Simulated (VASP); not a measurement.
Here is a VASP 6.6.1 calculation.

Contents of INCAR:

```
  PREC = Accurate
  ENCUT = 520
  EDIFF = 1E-6
  ISMEAR = -1
  SIGMA = 0.08
  LREAL = F
  LASPH = T
  NELM = 100
  ALGO = Normal
  ISIF = 2
  LWAVE = F
  LCHARG = F
  GGA = PE
  NBANDS = 16
```

The input KPOINTS:

```
Automatic mesh
0
Gamma
  11 11 11
```

Contents of POSCAR:

```
CdTe
1.0
    0.0000000000      3.0708203598      3.0708203598
    3.0708203598      0.0000000000      3.0708203598
    3.0708203598      3.0708203598      0.0000000000
Cd Te
1 1
Direct
    0.0000000000      0.0000000000      0.0000000000
    0.2500000000      0.2500000000      0.2500000000
```

Potentials or basis: VASP PAW PBE potentials, release 64 (Cd, Te).

The run is started by

```console
$ cat potpaw_PBE.64/Cd/POTCAR potpaw_PBE.64/Te/POTCAR > POTCAR
$ mpirun -np 1 vasp_std > vasp.out
```

Task: Predict the pressure.

Result: 13.7 GPa.

Task: What does it give for the band gap on the k mesh?

Result: 1.28 eV, direct.

Caveat: spin-orbit coupling is left out, which moves the levels of the heavy elements.
